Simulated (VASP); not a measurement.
# CdSe (Fm-3m) in VASP: notebook

Runs on CdSe. Level: PBEsol. Tasks: single point.

Program: VASP 6.6.1. These are calculated values, not measurements. Logs are shortened: lines on timing, memory, paths and dates and some standing lists are left out, and cuts for length are marked.

## Step 1: The cell of the first run

The structure is cubic, space group Fm-3m (No. 225). Conventional cell: a = 5.795 Å, b = 5.795 Å, c = 5.795 Å, α = 90.00°, β = 90.00°, γ = 90.00°. Within 3.8 Å of Cd (site symmetry m-3m) lie 6 Se at 2.90 Å. Within 3.8 Å of Se (site symmetry m-3m) lie 6 Cd at 2.90 Å.

## Step 2: Single point, PBEsol

The input, INCAR:

```
SYSTEM = CdSe
ALGO = Normal ; EDIFF = 1E-6
ENCUT = 500 ; GGA = PS
GGA_COMPAT = .FALSE. ; ISIF = 2
ISMEAR = -1 ; LASPH = .TRUE.
LCHARG = .FALSE. ; LREAL = .FALSE.
LWAVE = .FALSE. ; NBANDS = 16
NELM = 120 ; PREC = Accurate
SIGMA = 0.05
```

The input, KPOINTS:

```
k-points
0
G
  6 6 6
  0 0 0
```

The input, POSCAR:

```
CdSe
1.0
    0.0000000000      2.8977107962      2.8977107962
    2.8977107962      0.0000000000      2.8977107962
    2.8977107962      2.8977107962      0.0000000000
Cd Se
1 1
Direct
    0.0000000000      0.0000000000      0.0000000000
    0.5000000000      0.5000000000      0.5000000000
```

Potentials or basis: VASP PAW PBE potentials, release 64 (Cd, Se).

The run is started by

```bash
$ cat potpaw_PBE.64/Cd/POTCAR potpaw_PBE.64/Se/POTCAR > POTCAR
$ mpirun -np 1 vasp_std > vasp.out
```

OUTCAR:

```text
SYSTEM = CdSe
   EDIFF = 1E-6
   ENCUT = 500
   GGA = PS
   ISIF = 2
   ISMEAR = -1
   LASPH = .TRUE.
   LREAL = .FALSE.
   NELM = 120
   PREC = Accurate

 ion  position               nearest neighbor table
   1  0.000  0.000  0.000-   2 2.90   2 2.90   2 2.90   2 2.90   2 2.90   2 2.90
   2  0.500  0.500  0.500-   1 2.90   1 2.90   1 2.90   1 2.90   1 2.90   1 2.90

  LATTYP: Found a face centered cubic cell.
 ALAT       =     5.7954215924

  Lattice vectors:

 A1 = (   0.0000000000,   2.8977107962,   2.8977107962)
 A2 = (   2.8977107962,   0.0000000000,   2.8977107962)
 A3 = (   2.8977107962,   2.8977107962,   0.0000000000)

Analysis of symmetry for initial positions (statically):
=====================================================================
 Subroutine PRICEL returns:
 Original cell was already a primitive cell.

 Routine SETGRP: Setting up the symmetry group for a
 face centered cubic supercell.

 Subroutine GETGRP returns: Found 48 space group operations
 (whereof 48 operations were pure point group operations)
 out of a pool of 48 trial point group operations.

The static configuration has the point symmetry O_h .

Analysis of symmetry for dynamics (positions and initial velocities):
=====================================================================
 Subroutine PRICEL returns:
 Original cell was already a primitive cell.

 Routine SETGRP: Setting up the symmetry group for a
 face centered cubic supercell.

 Subroutine GETGRP returns: Found 48 space group operations
 (whereof 48 operations were pure point group operations)
 out of a pool of 48 trial point group operations.

The dynamic configuration has the point symmetry O_h .

 Subroutine INISYM returns: Found 48 space group operations
 (whereof 48 operations are pure point group operations),
 and found     1 'primitive' translations

----------------------------------------------------------------------------------------

                                     Primitive cell

  volume of cell :      48.6626

  direct lattice vectors                    reciprocal lattice vectors
     0.000000000  2.897710796  2.897710796    -0.172550001  0.172550001  0.172550001
     2.897710796  0.000000000  2.897710796     0.172550001 -0.172550001  0.172550001
     2.897710796  2.897710796  0.000000000     0.172550001  0.172550001 -0.172550001

  length of vectors
     4.097981908  4.097981908  4.097981908     0.298865368  0.298865368  0.298865368

  position of ions in fractional coordinates (direct lattice)
     0.000000000  0.000000000  0.000000000
     0.500000000  0.500000000  0.500000000

  ion indices of the primitive-cell ions
   primitive index   ion index
                 1           1
                 2           2

----------------------------------------------------------------------------------------

 KPOINTS: k-points

Automatic generation of k-mesh.
 Grid dimensions read from file:
 generate k-points for:    6    6    6

 Generating k-lattice:

  Cartesian coordinates                     Fractional coordinates (reciprocal lattice)
    -0.028758333  0.028758333  0.028758333     0.166666667  0.000000000  0.000000000
     0.028758333 -0.028758333  0.028758333     0.000000000  0.166666667  0.000000000
     0.028758333  0.028758333 -0.028758333     0.000000000  0.000000000  0.166666667

  Length of vectors
     0.049810895  0.049810895  0.049810895

  Shift w.r.t. Gamma in fractional coordinates (k-lattice)
     0.000000000  0.000000000  0.000000000

 Subroutine IBZKPT returns following result:
 ===========================================

 Found     16 irreducible k-points:

 Following reciprocal coordinates:
            Coordinates               Weight
  0.000000  0.000000  0.000000      1.000000
  0.166667  0.000000  0.000000      8.000000
  0.333333  0.000000  0.000000      8.000000
  0.500000  0.000000  0.000000      4.000000
  0.166667  0.166667  0.000000      6.000000
  0.333333  0.166667  0.000000     24.000000
[... 8 lines left out ...]
 -0.333333  0.333333  0.166667     24.000000
 -0.333333  0.500000  0.166667     12.000000
   k-points           NKPTS =     16   k-points in BZ     NKDIM =     16   number of bands    NBANDS=     16
   number of dos      NEDOS =    301   number of ions     NIONS =      2
   total plane-waves  NPLWV =  27000
   dimension x,y,z NGX =    30 NGY =   30 NGZ =   30
   dimension x,y,z NGXF=    60 NGYF=   60 NGZF=   60
   ions per type =               1   1
   NGX,Y,Z   is equivalent  to a cutoff of  12.17, 12.17, 12.17 a.u.
   NGXF,Y,Z  is equivalent  to a cutoff of  24.34, 24.34, 24.34 a.u.
 SYSTEM =  CdSe
   PREC   = accura    normal or accurate (medium, high low for compatibility)
   ISTART =      0    job   : 0-new  1-cont  2-samecut
   ICHARG =      2    charge: 1-file 2-atom 10-const
   ISPIN  =      1    spin polarized calculation?
   LNONCOLLINEAR =      F non collinear calculations
   LSORBIT =      F    spin-orbit coupling
   LASPH  =      T    aspherical Exc in radial PAW
   ENCUT  =  500.0 eV  36.75 Ry    6.06 a.u.   7.47  7.47  7.47*2*pi/ulx,y,z
   NELM   =    120;   NELMIN=  2; NELMDL= -5     # of ELM steps
   EDIFF  = 0.1E-05   stopping-criterion for ELM
   LREAL  =      F    real-space projection
   EDIFFG = 0.1E-04   stopping-criterion for IOM
   NSW    =      0    number of steps for IOM
   IBRION =     -1    ionic relax: 0-MD 1-quasi-New 2-CG
   NFREE  =      0    steps in history (QN), initial steepest desc. (CG)
   ISIF   =      2    stress and relaxation
   ISYM   =      2    0-nonsym 1-usesym 2-fastsym
   POTIM  = 0.5000    time-step for ionic-motion
   TEBEG  =    0.0;   TEEND  =   0.0 temperature during run
   PSTRESS=    0.0 pullay stress
   NELECT =      18.0000    total number of electrons
   NUPDOWN=      -1.0000    fix difference up-down
   EMIN   =  10.00;   EMAX   =-10.00  energy-range for DOS
   EFERMI =   0.00;   METHOD = LEGACY
   ISMEAR =    -1;   SIGMA  =   0.05  broadening in eV -4-tet -1-fermi 0-gaus
   EFERMI_NEDOS =   21; number of points for ismear=-14 and -15
   IALGO  =     38    algorithm
   IMIX   =      4    mixing-type and parameters
     AMIX     =   0.40;   BMIX     =  1.00
     AMIX_MAG =   1.60;   BMIX_MAG =  1.00
  volume/ion in A,a.u.               =      24.33       164.20
  Fermi-wavevector in a.u.,A,eV,Ry     =   1.175170  2.220749 18.789974  1.381024
  Thomas-Fermi vector in A             =   2.311555
   LORBIT       =      0    0 simple, 1 ext, 2 COOP (PROOUT), +10 PAW based schemes
   GGA     = PS    functional components
   LHFCALC =     F    Hartree Fock is set to
   AEXX    =    0.0000 exact exchange contribution
   IVDW    =     0    specifies the selected vdW correction
   LEPSILON=     F    determine dielectric tensor
   LRPA    =     F    only Hartree local field effects (RPA)
 non-spin polarized calculation
  energy-cutoff  :      500.00
  volume of cell :       48.66
 maximum number of plane-waves:      1258
 NGX is ok and might be reduce to    30
   NGX = 15   NGY = 15   NGZ = 15

 number of electron      18.0000008 magnetization

 Free energy of the ion-electron system (eV)
  ---------------------------------------------------
  ext. energy  EPLUGINS =         0.00000000
  ---------------------------------------------------
  free energy    TOTEN  =        -5.92942558 eV

  energy without entropy =       -5.92369118  energy(sigma->0) =       -5.92655838

 E-fermi :   1.9542     XC(G=0): -10.0716

 val. band max:        1.8783558793   @ k =  -0.1667   0.1667   0.0000
 cond. band min:       2.7876590811   @ k =   0.5000   0.3333   0.0000
 fundamental gap:      0.9093032018
 Fermi energy:         1.9542349267

 k-point     1 :       0.0000    0.0000    0.0000
  band No.  band energies     occupation
      1     -10.8562      2.00000
      2      -5.9055      2.00000
      3      -5.9055      2.00000
      4      -5.8881      2.00000
      5      -5.8881      2.00000
      6      -5.8881      2.00000
[... 8 lines left out ...]
     15      11.4544      0.00000
     16      11.4544      0.00000

 k-point     2 :       0.1667    0.0000    0.0000
  band No.  band energies     occupation
      1     -10.6726      2.00000
      2      -5.9564      2.00000
      3      -5.9564      2.00000
      4      -5.9036      2.00000
      5      -5.8576      2.00000
      6      -5.8576      2.00000
[... 8 lines left out ...]
     15      11.3639      0.00000
     16      11.3639      0.00000

 k-point     3 :       0.3333    0.0000    0.0000
  band No.  band energies     occupation
      1     -10.2491      2.00000
      2      -6.0587      2.00000
      3      -6.0587      2.00000
      4      -5.9634      2.00000
      5      -5.7919      2.00000
      6      -5.7919      2.00000
[... 8 lines left out ...]
     15      12.9048      0.00000
     16      12.9048      0.00000

 k-point     4 :       0.5000    0.0000    0.0000
  band No.  band energies     occupation
      1      -9.9969      2.00000
      2      -6.1085      2.00000
      3      -6.1085      2.00000
      4      -6.0219      2.00000
      5      -5.7585      2.00000
      6      -5.7585      2.00000
[... 8 lines left out ...]
     15      14.6685      0.00000
     16      14.6685      0.00000

 k-point     5 :       0.1667    0.1667    0.0000
  band No.  band energies     occupation
      1     -10.6268      2.00000
      2      -5.9959      2.00000
      3      -5.9129      2.00000
      4      -5.8874      2.00000
      5      -5.8538      2.00000
      6      -5.8538      2.00000
[... 8 lines left out ...]
     15      13.4347      0.00000
     16      13.4347      0.00000

 k-point     6 :       0.3333    0.1667    0.0000
  band No.  band energies     occupation
      1     -10.3218      2.00000
      2      -6.0121      2.00000
      3      -5.9475      2.00000
      4      -5.9337      2.00000
      5      -5.8081      2.00000
      6      -5.7837      2.00000
[... 8 lines left out ...]
     15      13.6728      0.00000
     16      14.0219      0.00000

 k-point     7 :       0.5000    0.1667    0.0000
  band No.  band energies     occupation
      1     -10.0294      2.00000
      2      -6.0426      2.00000
      3      -5.9783      2.00000
      4      -5.9620      2.00000
      5      -5.7518      2.00000
      6      -5.7500      2.00000
[... 8 lines left out ...]
     15      14.6552      0.00000
     16      14.8903      0.00000

 k-point     8 :      -0.3333    0.1667    0.0000
  band No.  band energies     occupation
      1     -10.0860      2.00000
      2      -6.0804      2.00000
      3      -6.0183      2.00000
      4      -5.9213      2.00000
      5      -5.7835      2.00000
      6      -5.7378      2.00000
[... 8 lines left out ...]
     15      12.9648      0.00000
     16      14.7238      0.00000

 k-point     9 :      -0.1667    0.1667    0.0000
  band No.  band energies     occupation
      1     -10.4227      2.00000
      2      -6.0362      2.00000
      3      -5.9860      2.00000
      4      -5.9096      2.00000
      5      -5.8389      2.00000
      6      -5.7919      2.00000
[... 8 lines left out ...]
     15      12.8178      0.00000
     16      13.5319      0.00000

 k-point    10 :       0.3333    0.3333    0.0000
  band No.  band energies     occupation
      1     -10.2396      2.00000
      2      -5.9626      2.00000
      3      -5.8513      2.00000
      4      -5.7908      2.00000
      5      -5.7660      2.00000
      6      -5.7660      2.00000
[... 8 lines left out ...]
     15      14.9142      0.00000
     16      16.4725      0.00000

 k-point    11 :       0.5000    0.3333    0.0000
  band No.  band energies     occupation
      1     -10.0865      2.00000
      2      -5.9627      2.00000
      3      -5.9030      2.00000
      4      -5.7730      2.00000
      5      -5.7287      2.00000
      6      -5.5162      2.00000
[... 8 lines left out ...]
     15      15.6236      0.00000
     16      16.4361      0.00000

 k-point    12 :      -0.3333    0.3333    0.0000
  band No.  band energies     occupation
      1     -10.0059      2.00000
      2      -6.0086      2.00000
      3      -5.9520      2.00000
      4      -5.8357      2.00000
      5      -5.7502      2.00000
      6      -5.5764      2.00000
[... 8 lines left out ...]
     15      13.4721      0.00000
     16      15.8163      0.00000

 k-point    13 :       0.5000    0.5000    0.0000
  band No.  band energies     occupation
      1     -10.1117      2.00000
      2      -5.9875      2.00000
      3      -5.8332      2.00000
      4      -5.7107      2.00000
      5      -5.7107      2.00000
      6      -5.2774      2.00000
[... 8 lines left out ...]
     15      16.0792      0.00000
     16      16.6738      0.00000

 k-point    14 :       0.5000    0.3333    0.1667
  band No.  band energies     occupation
      1     -10.1133      2.00000
      2      -5.9894      2.00000
      3      -5.9261      2.00000
      4      -5.9054      2.00000
      5      -5.7647      2.00000
      6      -5.6887      2.00000
[... 8 lines left out ...]
     15      14.9576      0.00000
     16      15.5147      0.00000

 k-point    15 :      -0.3333    0.3333    0.1667
  band No.  band energies     occupation
      1     -10.0058      2.00000
      2      -6.0249      2.00000
      3      -5.8989      2.00000
      4      -5.8836      2.00000
      5      -5.7350      2.00000
      6      -5.5790      2.00000
[... 8 lines left out ...]
     15      13.2658      0.00000
     16      16.0726      0.00000

 k-point    16 :      -0.3333    0.5000    0.1667
  band No.  band energies     occupation
      1     -10.0355      2.00000
      2      -5.9480      2.00000
      3      -5.9385      2.00000
      4      -5.8036      2.00000
      5      -5.7106      2.00000
      6      -5.3800      2.00000
[... 8 lines left out ...]
     15      14.6693      0.00000
     16      16.6828      0.00000

------------------------ aborting loop because EDIFF is reached ----------------------------------------

  FORCE on cell =-STRESS in cart. coord.  units (eV):
  Direction    XX          YY          ZZ          XY          YZ          ZX
  --------------------------------------------------------------------------------------
  -------------------------------------------------------------------------------------
  Total       -1.4086520     -1.4086520     -1.4086520      0.0000000      0.0000000      0.0000000
  in kB      -46.3787648    -46.3787648    -46.3787648      0.0000000      0.0000000      0.0000000
  external PRESSURE =     -46.3787648 kB  Pullay stress =       0.0000000 kB

 VOLUME and BASIS-vectors are now :
 -----------------------------------------------------------------------------
  energy-cutoff  :      500.00
  volume of cell :       48.66
      direct lattice vectors                 reciprocal lattice vectors
     0.000000000  2.897710796  2.897710796    -0.172550001  0.172550001  0.172550001
     2.897710796  0.000000000  2.897710796     0.172550001 -0.172550001  0.172550001
     2.897710796  2.897710796  0.000000000     0.172550001  0.172550001 -0.172550001

 POSITION                                       TOTAL-FORCE (eV/Angst)
 -----------------------------------------------------------------------------------
      0.00000      0.00000      0.00000        -0.000000     -0.000000     -0.000000
      2.89771      2.89771      2.89771         0.000000      0.000000      0.000000
 -----------------------------------------------------------------------------------
    total drift:                               -0.000000      0.000000      0.000000

  FREE ENERGIE OF THE ION-ELECTRON SYSTEM (eV)
  ---------------------------------------------------
  free  energy   TOTEN  =        -5.9294255815 eV

  energy  without entropy=       -5.9236911805  energy(sigma->0) =       -5.92655838
```

It took 6.3 s on 1 thread of Intel Xeon 6975P-C (Granite Rapids), shared host; peak memory 0.16 GiB.

What came out:

| Quantity | Value |
| --- | --- |
| Free energy | -5.9294 eV |
| Pressure | -4.6 GPa |
| Band gap on the k mesh | zero (band 9 reaches 1.88 eV, above the bottom of band 10 at 1.39 eV) |

Caveat: the PAW data sets were made with another functional, which shifts forces and pressure a little.

## Step 3: Single point, PBEsol

This run uses another cell than the first one, of 24.92 Å³/atom, 1.024 times its volume.

The input, INCAR:

```
SYSTEM = CdSe
ALGO = Normal
EDIFF = 1E-6
ENCUT = 500
GGA = PS
GGA_COMPAT = .False.
ISIF = 2
ISMEAR = -1
LASPH = .True.
LCHARG = .False.
LREAL = .False.
LWAVE = .False.
NBANDS = 16
NELM = 120
PREC = Accurate
SIGMA = 0.05
```

The input, KPOINTS:

```
k-points
0
Gamma
  6 6 6
  0 0 0
```

The input, POSCAR:

```
CdSe
1.0
    0.0000000000      2.9210804408      2.9210804408
    2.9210804408      0.0000000000      2.9210804408
    2.9210804408      2.9210804408      0.0000000000
Cd Se
1 1
Direct
    0.0000000000      0.0000000000      0.0000000000
    0.5000000000      0.5000000000      0.5000000000
```

Potentials or basis: VASP PAW PBE potentials, release 64 (Cd, Se).

The run is started by

```bash
$ cat potpaw_PBE.64/Cd/POTCAR potpaw_PBE.64/Se/POTCAR > POTCAR
$ mpirun -np 1 vasp_std > vasp.out
```

Wall time 6.8 s (1 thread of Intel Xeon 6975P-C (Granite Rapids), shared host); peak memory 0.17 GiB.

The run converged. Its results:

| Property | Result |
| --- | --- |
| Free energy | -5.8911 eV |
| Pressure | -5.7 GPa |
| Band gap on the k mesh | zero (band 9 reaches 1.68 eV, above the bottom of band 10 at 1.19 eV) |

Levels at points of the mesh, in eV from the Fermi level:
```
           k point  band 5  band 6  band 7  band 8  band 9  band 10  band 11  band 12  band 13  band 14
(0.00, 0.00, 0.00)   -7.80   -7.80   -0.58   -0.58   -0.58    -0.24     8.50     8.50     8.50     9.37
(0.50, 0.00, 0.00)   -7.68   -7.68   -4.77   -0.09   -0.09     2.88     5.15     5.15     5.46    10.83
(0.50, 0.50, 0.00)   -7.64   -7.24   -3.87   -1.94   -1.94    -0.56     5.38     9.21     9.82     9.82
```

Caveat: the PAW data sets were made with another functional, which shifts forces and pressure a little.

(Part 1 of 2 ends here.)
